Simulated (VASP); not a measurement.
Wanted: the native input for a VASP 6.6.1 run.

| Item | Value |
| --- | --- |
| Task | single point |
| Functional | revPBE |
| Dispersion | D4 |
| Potentials or basis | VASP PAW PBE potentials, release 64 (Zn, S) |
| Cutoff | 520 eV |
| k mesh | 9 × 9 × 9 |
| Occupations | fermi-dirac, width 0.05 eV |
| Spin | no spin polarisation |
| Dipole correction | no |
| Further INCAR settings | ALGO = Normal; EDIFF = 1e-06; NBANDS = 16 |

The structure of ZnS lies in POSCAR:

```
ZnS
1.0
    0.0000000000      2.6780823811      2.6780823811
    2.6780823811      0.0000000000      2.6780823811
    2.6780823811      2.6780823811      0.0000000000
Zn S
1 1
Direct
    0.7500000000      0.7500000000      0.7500000000
    0.0000000000      0.0000000000      0.0000000000
```

The input as run:

INCAR

```
PREC = Accurate
ENCUT = 520
EDIFF = 1E-6
ISMEAR = -1
SIGMA = 0.05
LREAL = False
LASPH = True
NELM = 60
ALGO = Normal
ISIF = 2
LWAVE = False
LCHARG = True
GGA = RE
IVDW = 13
LELF = True
LVHAR = True
NBANDS = 16
```

KPOINTS

```
regular mesh
0
Gamma
  9 9 9
```

Potentials or basis: VASP PAW PBE potentials, release 64 (Zn, S).

Launch:

```console
$ cat potpaw_PBE.64/Zn/POTCAR potpaw_PBE.64/S/POTCAR > POTCAR
$ mpirun -np 1 vasp_std > vasp.out
```

It gave:

| Property | Result |
| --- | --- |
| Pressure | 0.2 GPa |
| Band gap on the k mesh | 2.35 eV, direct |
| Dispersion energy per atom | -0.572 eV |

Caveat: the PAW data sets were made with another functional, which shifts forces and pressure a little.

Run time: 9.1 s on 1 thread of Intel(R) Xeon(R) 6975P-C (Granite Rapids), with other jobs on the host, peak memory 0.16 GiB.
